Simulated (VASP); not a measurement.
Input of a VASP 6.6.1 run:

File INCAR:

```
ALGO     = Normal         # electronic algorithm
EDIFF    = 1E-7           # SCF threshold, eV
ENCUT    = 520            # plane-wave cutoff, eV
GGA      = PS             # functional
ISIF     = 2              # what is computed and relaxed
ISMEAR   = -1             # smearing method
ISYM     = 0            
LASPH    = True           # aspherical terms in the spheres
LCHARG   = False          # write CHGCAR
LREAL    = Auto         
LWAVE    = False          # write WAVECAR
NBANDS   = 186            # bands
NELM     = 60             # most SCF steps
PREC     = Accurate       # precision mode
SIGMA    = 0.05           # smearing width, eV
```

Contents of KPOINTS:

```
Automatic mesh
0
Gamma
  1 1 1
  0.25 0.25 0.25
```

Contents of POSCAR:

```
SrTiO3
1.0
    7.7828210000      0.0000000000      0.0000000000
    0.0000000000      7.7828210000      0.0000000000
    0.0000000000      0.0000000000      7.7828210000
Ti Sr O
8 8 24
Direct
    0.1037230000      0.0828440000      0.9904260000
    0.2694320000      0.2629490000      0.7323420000
    0.2482540000      0.7526900000      0.2571720000
    0.2522000000      0.7474340000      0.7627970000
    0.7519870000      0.2562380000      0.2623190000
    0.7555000000      0.2520400000      0.7656500000
    0.7574000000      0.7664200000      0.2505480000
    0.7523330000      0.7568000000      0.7620880000
    0.9768600000      0.9823840000      0.5177410000
    0.9949690000      0.5094580000      0.0035150000
    0.9809580000      0.5291490000      0.5076090000
    0.5183870000      0.9948920000      0.0013380000
    0.5039780000      0.9916210000      0.5092720000
    0.5118500000      0.5055480000      0.0129990000
    0.5194300000      0.5209320000      0.5067520000
    0.2401640000      0.2589350000      0.2835240000
    0.2655130000      0.2662010000      0.9809970000
    0.2199840000      0.1535440000      0.5410520000
    0.2515100000      0.6885340000      0.9875440000
    0.2461590000      0.7914740000      0.4963730000
    0.7000430000      0.2525670000      0.9911350000
    0.8115310000      0.2550270000      0.4955130000
    0.7362480000      0.7476370000      0.0005840000
    0.7441550000      0.7444280000      0.5014440000
    0.9729270000      0.1886390000      0.1538800000
    0.9985780000      0.2211400000      0.8017650000
    0.9870370000      0.7919070000      0.2507870000
    0.9946330000      0.7472400000      0.7504920000
    0.5242660000      0.2869820000      0.2891030000
    0.5046540000      0.2539310000      0.7071300000
    0.4908270000      0.7270520000      0.2506870000
    0.4958420000      0.7396440000      0.7472550000
    0.2478840000      0.9812700000      0.1579000000
    0.2509090000      0.9855810000      0.8107800000
    0.1810580000      0.5329690000      0.2711280000
    0.2401910000      0.4927250000      0.6905550000
    0.7077350000      0.0005320000      0.2653860000
    0.7322330000      0.9967260000      0.7409240000
    0.7841940000      0.5001210000      0.2435220000
    0.7558880000      0.4957120000      0.7520230000
```

Potentials or basis: VASP PAW PBE potentials, release 64 (Ti_sv, Sr_sv, O).

Run with:

```console
$ cat potpaw_PBE.64/Ti_sv/POTCAR potpaw_PBE.64/Sr_sv/POTCAR potpaw_PBE.64/O/POTCAR > POTCAR
$ mpirun -np 1 vasp_std > vasp.out
```

Task: Estimate the pressure.

Result: 9.5 GPa.

Task: Predict the band gap on the k mesh.

Result: 2.65 eV.

Stress tensor (GPa, compression positive):
```
 9.85  1.00  0.43
 1.00  9.24 -0.10
 0.43 -0.10  9.33
```

Caveat: the k points lie up to 0.81 Å⁻¹ apart; the PAW data sets were made with another functional, which shifts forces and pressure a little.
